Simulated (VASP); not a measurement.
Wanted: the native input for a VASP 6.6.1 run.

```
Task                   : electric field gradients
Functional             : LDA
Potentials or basis    : VASP PAW LDA potentials, release 64 (Mg, S)
Cutoff                 : 520 eV
k mesh                 : 8 × 8 × 8
Occupations            : fermi-dirac, width 0.01 eV
Spin                   : no spin polarisation
Dipole correction      : no
Further INCAR settings : ALGO = Normal; EDIFF = 1e-08; NBANDS = 11
```

The structure of MgS lies in POSCAR:

```
MgS
1.0
    0.0000000000      2.6016500000      2.5496170000
    2.6016500000      0.0000000000      2.5496170000
    2.6016500000      2.6016500000      0.0000000000
Mg S
1 1
Direct
    0.0000000000      0.0000000000      0.0000000000
    0.5000000000      0.5000000000      0.5000000000
```

This cell differs from its parent crystal: zz strain of -2 %.

One way to write it, as run:

INCAR

```
SYSTEM = MgS
ALGO = Normal ; EDIFF = 1E-8
ENCUT = 520 ; GGA = CA
ISIF = 2 ; ISMEAR = -1
LASPH = .True. ; LCHARG = .False.
LEFG = .True. ; LREAL = .False.
LWAVE = .False. ; NBANDS = 11
NELM = 100 ; PREC = Accurate
SIGMA = 0.01
```

KPOINTS

```
k-points
0
Gamma
  8 8 8
  0 0 0
```

Potentials or basis: VASP PAW LDA potentials, release 64 (Mg, S).

Command:

```console
$ cat potpaw_LDA.64/Mg/POTCAR potpaw_LDA.64/S/POTCAR > POTCAR
$ mpirun -np 1 vasp_std > vasp.out
```

It gave:

```yaml
Pressure: -2.3 GPa
Band_gap_on_the_k_mesh: 2.50 eV, indirect (least direct gap 3.62 eV)
```

Caveat: the cell differs from its parent crystal (zz strain of -2 %); without QUAD_EFG the Cq values of the log hold for a quadrupole moment of 1 mb, not for the nuclei.

It took 49 s on 1 thread of AMD EPYC 7R13, with other jobs on the host, peak memory 0.12 GiB.
